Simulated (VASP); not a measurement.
CdTe: single point with PBE

Crystal: CdTe.

```xyz
2
Lattice="0.0000 3.2591 3.4079 3.2591 0.0000 3.4079 3.2591 3.2591 0.0000" Properties=species:S:1:pos:R:3 pbc="T T T"
Cd    0.0000    0.0000    0.0000
Te    4.8886    4.8886    5.1119
```

This cell differs from its parent crystal: strain -0.015 along x and y, +0.030 along z.

* Program: VASP 6.6.1
* Task: single point
* Functional: PBE
* Potentials or basis: VASP PAW PBE potentials, release 64 (Cd, Te)
* Cutoff: 520 eV
* k mesh: 10 × 10 × 10
* Occupations: gaussian, width 0.05 eV
* Spin: no spin polarisation

The pressure is 0.1 GPa and the band gap on the k mesh is 0.53 eV.

Stress tensor (GPa, compression positive):
```
 0.39  0.00  0.00
 0.00  0.39  0.00
 0.00  0.00 -0.40
```

Levels at points of the mesh, in eV from the valence-band top:
| k point | band 7 | band 8 | band 9 | band 10 | band 11 | band 12 |
| --- | --- | --- | --- | --- | --- | --- |
| (0.00, 0.00, 0.00) | -0.15 | 0.00 | 0.00 | 0.53 | 4.60 | 4.60 |
| (0.50, 0.00, 0.00) | -4.13 | -0.84 | -0.63 | 1.69 | 5.06 | 5.29 |
| (0.50, 0.50, 0.00) | -4.19 | -1.59 | -1.59 | 2.80 | 2.84 | 8.26 |
| (0.50, 0.00, 0.50) | -3.99 | -1.79 | -1.74 | 2.52 | 2.64 | 8.55 |

Wall time 40 s on 1 thread of Intel(R) Xeon(R) 6975P-C (Granite Rapids), with other jobs on the host, peak memory 0.28 GiB.

Caveat: the cell differs from its parent crystal (strain -0.015 along x and y, +0.030 along z); spin-orbit coupling is left out, which moves the levels of the heavy elements.
